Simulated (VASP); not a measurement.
# Be (P6_3/mmc) in VASP: further runs

Be is run at these levels: PBE; tasks: single point.

Program: VASP 6.6.1. These are calculated values, not measurements. Logs are shortened: lines on timing, memory, paths and dates and some standing lists are left out, and cuts for length are marked.

## Step 1: The cell of the first run

It takes space group P6_3/mmc (No. 194, hexagonal). Conventional cell: a = 2.353 Å, b = 2.353 Å, c = 3.696 Å, α = 90.00°, β = 90.00°, γ = 120.00°. Within 3.0 Å of Be (site symmetry -6m2) lie 12 Be at 2.29 to 2.35 Å.

## Step 2: Single point, PBE (volume scaled by 1.12)

The input, INCAR:

```
SYSTEM = Be
ALGO = Normal
EDIFF = 1E-6
ENCUT = 520
GGA = PE
ISIF = 2
ISMEAR = -1
LASPH = .TRUE.
LCHARG = .FALSE.
LREAL = .FALSE.
LWAVE = .FALSE.
NBANDS = 9
NELM = 100
PREC = Accurate
SIGMA = 0.1
```

The input, KPOINTS:

```
k-points
0
G
  26 26 15
  0 0 0
```

The input, POSCAR:

```
Be
1.0
    2.3528995390      0.0000000000      0.0000000000
   -1.1764497695      2.0376707733      0.0000000000
    0.0000000000      0.0000000000      3.6957095749
Be
2
Direct
    0.3333333333      0.6666666667      0.2500000000
    0.6666666667      0.3333333333      0.7500000000
```

Potentials or basis: VASP PAW PBE potentials, release 64 (Be).

The run is started by

```
$ cat potpaw_PBE.64/Be/POTCAR > POTCAR
$ mpirun -np 1 vasp_std > vasp.out
```

OUTCAR:

```text
SYSTEM = Be
   EDIFF = 1E-6
   ENCUT = 520
   GGA = PE
   ISIF = 2
   ISMEAR = -1
   LASPH = .TRUE.
   LREAL = .FALSE.
   NELM = 100
   PREC = Accurate

 ion  position               nearest neighbor table
   1  0.333  0.667  0.250-   2 2.29   2 2.29   2 2.29   2 2.29   2 2.29   2 2.29
   2  0.667  0.333  0.750-   1 2.29   1 2.29   1 2.29   1 2.29   1 2.29   1 2.29

  LATTYP: Found a hexagonal cell.
 ALAT       =     2.3528995390
 C/A-ratio  =     1.5707043644

  Lattice vectors:

 A1 = (   2.3528995390,   0.0000000000,   0.0000000000)
 A2 = (  -1.1764497695,   2.0376707733,   0.0000000000)
 A3 = (   0.0000000000,   0.0000000000,   3.6957095749)

Analysis of symmetry for initial positions (statically):
=====================================================================
 Subroutine PRICEL returns:
 Original cell was already a primitive cell.

 Routine SETGRP: Setting up the symmetry group for a
 hexagonal supercell.

 Subroutine GETGRP returns: Found 24 space group operations
 (whereof 12 operations were pure point group operations)
 out of a pool of 24 trial point group operations.

The static configuration has the point symmetry D_3d.
 The point group associated with its full space group is D_6h.

Analysis of symmetry for dynamics (positions and initial velocities):
=====================================================================
 Subroutine PRICEL returns:
 Original cell was already a primitive cell.

 Routine SETGRP: Setting up the symmetry group for a
 hexagonal supercell.

 Subroutine GETGRP returns: Found 24 space group operations
 (whereof 12 operations were pure point group operations)
 out of a pool of 24 trial point group operations.

The dynamic configuration has the point symmetry D_3d.
 The point group associated with its full space group is D_6h.

 Subroutine INISYM returns: Found 24 space group operations
 (whereof 12 operations are pure point group operations),
 and found     1 'primitive' translations

----------------------------------------------------------------------------------------

                                     Primitive cell

  volume of cell :      17.7188

  direct lattice vectors                    reciprocal lattice vectors
     2.352899539  0.000000000  0.000000000     0.425007521  0.245378207  0.000000000
    -1.176449770  2.037670773  0.000000000     0.000000000  0.490756413  0.000000000
     0.000000000  0.000000000  3.695709575     0.000000000  0.000000000  0.270584033

  length of vectors
     2.352899539  2.352899539  3.695709575     0.490756413  0.490756413  0.270584033

  position of ions in fractional coordinates (direct lattice)
     0.333333333  0.666666667  0.250000000
     0.666666667  0.333333333  0.750000000

  ion indices of the primitive-cell ions
   primitive index   ion index
                 1           1
                 2           2

----------------------------------------------------------------------------------------

 KPOINTS: k-points

Automatic generation of k-mesh.
 Grid dimensions read from file:
 generate k-points for:   26   26   15

 Generating k-lattice:

  Cartesian coordinates                     Fractional coordinates (reciprocal lattice)
     0.016346443  0.009437623  0.000000000     0.038461538  0.000000000  0.000000000
     0.000000000  0.018875247  0.000000000     0.000000000  0.038461538  0.000000000
     0.000000000  0.000000000  0.018038936     0.000000000  0.000000000  0.066666667

  Length of vectors
     0.018875247  0.018875247  0.018038936

  Shift w.r.t. Gamma in fractional coordinates (k-lattice)
     0.000000000  0.000000000  0.000000000

 Subroutine IBZKPT returns following result:
 ===========================================

 Found    560 irreducible k-points:

 Following reciprocal coordinates:
            Coordinates               Weight
  0.000000  0.000000  0.000000      1.000000
  0.038462  0.000000  0.000000      6.000000
  0.076923  0.000000  0.000000      6.000000
  0.115385  0.000000  0.000000      6.000000
  0.153846  0.000000  0.000000      6.000000
  0.192308  0.000000  0.000000      6.000000
[... 16 lines left out ...]
  0.346154  0.038462  0.000000     12.000000
  0.384615  0.038462  0.000000     12.000000
 [... further k-points ...]
   k-points           NKPTS =    560   k-points in BZ     NKDIM =    560   number of bands    NBANDS=      9
   number of dos      NEDOS =    301   number of ions     NIONS =      2
   total plane-waves  NPLWV =   9072
   dimension x,y,z NGX =    18 NGY =   18 NGZ =   28
   dimension x,y,z NGXF=    36 NGYF=   36 NGZF=   56
   ions per type =               2
   NGX,Y,Z   is equivalent  to a cutoff of  12.72, 12.72, 12.60 a.u.
   NGXF,Y,Z  is equivalent  to a cutoff of  25.44, 25.44, 25.19 a.u.
 SYSTEM =  Be
   PREC   = accura    normal or accurate (medium, high low for compatibility)
   ISTART =      0    job   : 0-new  1-cont  2-samecut
   ICHARG =      2    charge: 1-file 2-atom 10-const
   ISPIN  =      1    spin polarized calculation?
   LNONCOLLINEAR =      F non collinear calculations
   LSORBIT =      F    spin-orbit coupling
   LASPH  =      T    aspherical Exc in radial PAW
   ENCUT  =  520.0 eV  38.22 Ry    6.18 a.u.   4.37  4.37  6.87*2*pi/ulx,y,z
   NELM   =    100;   NELMIN=  2; NELMDL= -5     # of ELM steps
   EDIFF  = 0.1E-05   stopping-criterion for ELM
   LREAL  =      F    real-space projection
   EDIFFG = 0.1E-04   stopping-criterion for IOM
   NSW    =      0    number of steps for IOM
   IBRION =     -1    ionic relax: 0-MD 1-quasi-New 2-CG
   NFREE  =      0    steps in history (QN), initial steepest desc. (CG)
   ISIF   =      2    stress and relaxation
   ISYM   =      2    0-nonsym 1-usesym 2-fastsym
   POTIM  = 0.5000    time-step for ionic-motion
   TEBEG  =    0.0;   TEEND  =   0.0 temperature during run
   PSTRESS=    0.0 pullay stress
   NELECT =       4.0000    total number of electrons
   NUPDOWN=      -1.0000    fix difference up-down
   EMIN   =  10.00;   EMAX   =-10.00  energy-range for DOS
   EFERMI =   0.00;   METHOD = LEGACY
   ISMEAR =    -1;   SIGMA  =   0.10  broadening in eV -4-tet -1-fermi 0-gaus
   EFERMI_NEDOS =   21; number of points for ismear=-14 and -15
   IALGO  =     38    algorithm
   IMIX   =      4    mixing-type and parameters
     AMIX     =   0.40;   BMIX     =  1.00
     AMIX_MAG =   1.60;   BMIX_MAG =  1.00
  volume/ion in A,a.u.               =       8.86        59.79
  Fermi-wavevector in a.u.,A,eV,Ry     =   0.996819  1.883715 13.519410  0.993649
  Thomas-Fermi vector in A             =   2.128934
   LORBIT       =      0    0 simple, 1 ext, 2 COOP (PROOUT), +10 PAW based schemes
   GGA     = PE    functional components
   LHFCALC =     F    Hartree Fock is set to
   AEXX    =    0.0000 exact exchange contribution
   IVDW    =     0    specifies the selected vdW correction
   LEPSILON=     F    determine dielectric tensor
   LRPA    =     F    only Hartree local field effects (RPA)
 non-spin polarized calculation
  energy-cutoff  :      520.00
  volume of cell :       17.72
 maximum number of plane-waves:       494
 NGX is ok and might be reduce to    18
   NGX =  9   NGY =  9   NGZ = 13

 number of electron       4.0000000 magnetization

 Free energy of the ion-electron system (eV)
  ---------------------------------------------------
  ext. energy  EPLUGINS =         0.00000000
  ---------------------------------------------------
  free energy    TOTEN  =        -7.46456262 eV

  energy without entropy =       -7.46112188  energy(sigma->0) =       -7.46284225

 E-fermi :   6.2168     XC(G=0): -10.2375

 val. band max:        6.1982909798   @ k =   0.3462   0.0000   0.0000
 cond. band min:       6.2692851599   @ k =   0.3077   0.1154   0.0000
 fundamental gap:      0.0709941801
 Fermi energy:         6.2168496910

 k-point     1 :       0.0000    0.0000    0.0000
  band No.  band energies     occupation
      1      -4.6029      2.00000
      2       2.0999      2.00000
      3       6.9195      0.00177
      4      20.6995      0.00000
      5      20.6995      0.00000
      6      23.3370      0.00000
      7      23.3370      0.00000
      8      25.2428      0.00000
      9      31.3858      0.00000

 k-point     2 :       0.0385    0.0000    0.0000
  band No.  band energies     occupation
      1      -4.5623      2.00000
      2       2.1513      2.00000
      3       6.9356      0.00151
      4      20.3658      0.00000
      5      20.4457      0.00000
      6      23.3348      0.00000
      7      23.4749      0.00000
      8      25.1714      0.00000
      9      30.5129      0.00000

 k-point     3 :       0.0769    0.0000    0.0000
  band No.  band energies     occupation
      1      -4.4403      2.00000
      2       2.3055      2.00000
      3       6.9825      0.00095
      4      19.4705      0.00000
      5      19.8484      0.00000
      6      23.3035      0.00000
      7      23.7134      0.00000
      8      24.9411      0.00000
      9      29.2154      0.00000

 k-point     4 :       0.1154    0.0000    0.0000
  band No.  band energies     occupation
      1      -4.2369      2.00000
      2       2.5622      2.00000
      3       7.0565      0.00045
      4      18.2224      0.00000
      5      19.1228      0.00000
      6      23.2056      0.00000
      7      23.8307      0.00000
      8      24.5050      0.00000
      9      27.8086      0.00000
[... 205 lines left out ...]
 k-point    22 :       0.3077    0.0385    0.0000
  band No.  band energies     occupation
      1      -1.6404      2.00000
      2       5.8032      1.96854
      3       6.7274      0.01206
      4      11.6795      0.00000
      5      15.3788      0.00000
      6      17.6980      0.00000
      7      18.9593      0.00000
      8      22.2492      0.00000
      9      24.2489      0.00000

 k-point    23 :       0.3462    0.0385    0.0000
  band No.  band energies     occupation
      1      -0.9204      2.00000
      2       5.9936      1.80625
      3       6.6885      0.01774
      4      11.4803      0.00000
      5      14.9465      0.00000
      6      16.1649      0.00000
      7      17.9152      0.00000
      8      21.9749      0.00000
      9      24.1616      0.00000

 k-point    24 :       0.3846    0.0385    0.0000
  band No.  band energies     occupation
      1      -0.1358      2.00000
      2       5.0656      1.99998
      3       7.6416      0.00000
      4      11.6036      0.00000
      5      14.5597      0.00000
      6      14.7045      0.00000
      7      17.0284      0.00000
      8      21.7598      0.00000
      9      24.1112      0.00000

 [... further k-points ...]

------------------------ aborting loop because EDIFF is reached ----------------------------------------

  FORCE on cell =-STRESS in cart. coord.  units (eV):
  Direction    XX          YY          ZZ          XY          YZ          ZX
  --------------------------------------------------------------------------------------
  -------------------------------------------------------------------------------------
  Total       -1.2466865     -1.2466865     -1.3182549      0.0000000      0.0000000      0.0000000
  in kB     -112.7282060   -112.7282060   -119.1995832      0.0000000      0.0000000      0.0000000
  external PRESSURE =    -114.8853317 kB  Pullay stress =       0.0000000 kB

 VOLUME and BASIS-vectors are now :
 -----------------------------------------------------------------------------
  energy-cutoff  :      520.00
  volume of cell :       17.72
      direct lattice vectors                 reciprocal lattice vectors
     2.352899539  0.000000000  0.000000000     0.425007521  0.245378207  0.000000000
    -1.176449770  2.037670773  0.000000000     0.000000000  0.490756413  0.000000000
     0.000000000  0.000000000  3.695709575     0.000000000  0.000000000  0.270584033

 POSITION                                       TOTAL-FORCE (eV/Angst)
 -----------------------------------------------------------------------------------
     -0.00000      1.35845      0.92393         0.000000      0.000000      0.000000
      1.17645      0.67922      2.77178        -0.000000     -0.000000      0.000000
 -----------------------------------------------------------------------------------
    total drift:                                0.000000     -0.000000      0.000000

  FREE ENERGIE OF THE ION-ELECTRON SYSTEM (eV)
  ---------------------------------------------------
  free  energy   TOTEN  =        -7.4645626155 eV

  energy  without entropy=       -7.4611218813  energy(sigma->0) =       -7.46284225
```

Run time: 48 s. Hardware: 1 thread of Intel Xeon Platinum 8488C (Sapphire Rapids), shared host; peak memory 0.18 GiB.

What came out:

```yaml
Free_energy: -7.4646 eV
Pressure: -11.5 GPa
Band_gap_on_the_k_mesh: zero (band 2 reaches 7.18 eV, above the bottom of band 3 at 5.58 eV)
```

Stress tensor (GPa, compression positive):
```
-11.27   0.00   0.00
  0.00 -11.27   0.00
  0.00   0.00 -11.92
```

Levels at points of the mesh, in eV from the Fermi level:
```tsv
k point	band 1	band 2	band 3	band 4	band 5	band 6
(0.00, 0.00, 0.00)	-10.82	-4.12	0.70	14.48	14.48	17.12
(0.50, 0.00, 0.00)	-4.70	-3.13	3.28	5.97	6.02	8.51
```

Caveat: the cell differs from its parent crystal (volume scaled by 1.12).

## Step 3: Single point, PBE

This run uses another cell than the first one, of 7.91 Å³/atom, 0.893 times its volume.

The input, INCAR:

```
PREC     = Accurate       # precision mode
ENCUT    = 600            # plane-wave cutoff, eV
EDIFF    = 1E-6           # SCF threshold, eV
ISMEAR   = -1             # smearing method
SIGMA    = 0.1            # smearing width, eV
LREAL    = F              # projectors in reciprocal space
LASPH    = T              # aspherical terms in the spheres
NELM     = 120            # most SCF steps
ALGO     = Normal         # electronic algorithm
ISIF     = 2              # what is computed and relaxed
LWAVE    = F              # write WAVECAR
LCHARG   = F              # write CHGCAR
GGA      = PE             # functional
NBANDS   = 9              # bands
GGA_COMPAT= F
```

The input, KPOINTS:

```
regular mesh
0
Gamma
  8 8 5
```

The input, POSCAR:

```
Be
1.0
    2.2656737716      0.0000000000      0.0000000000
   -1.1328368858      1.9621310429      0.0000000000
    0.0000000000      0.0000000000      3.5587036811
Be
2
Direct
    0.3333333333      0.6666666667      0.2500000000
    0.6666666667      0.3333333333      0.7500000000
```

Potentials or basis: VASP PAW PBE potentials, release 64 (Be).

The run is started by

```
$ cat potpaw_PBE.64/Be/POTCAR > POTCAR
$ mpirun -np 1 vasp_std > vasp.out
```

It took 3.8 s on 1 thread of Intel Xeon Platinum 8559C (Emerald Rapids), shared host; peak memory 0.11 GiB.

The run converged. Its results:

- Free energy: -7.5245 eV
- Pressure: 0.2 GPa
- Band gap on the k mesh: zero (band 2 reaches 7.82 eV, above the bottom of band 3 at 7.73 eV)

Stress tensor (GPa, compression positive):
```
-1.08  0.00  0.00
 0.00 -1.08  0.00
 0.00  0.00  2.63
```

Levels at points of the mesh, in eV from the Fermi level:
| k point | band 1 | band 2 | band 3 | band 4 | band 5 | band 6 | band 7 |
| --- | --- | --- | --- | --- | --- | --- | --- |
| (0.00, 0.00, 0.00) | -11.96 | -5.03 | 0.54 | 15.33 | 15.33 | 18.19 | 18.19 |
| (0.50, 0.00, 0.00) | -5.63 | -3.76 | 3.03 | 5.89 | 6.17 | 8.76 | 9.51 |

Caveat: the k points lie up to 0.40 Å⁻¹ apart.
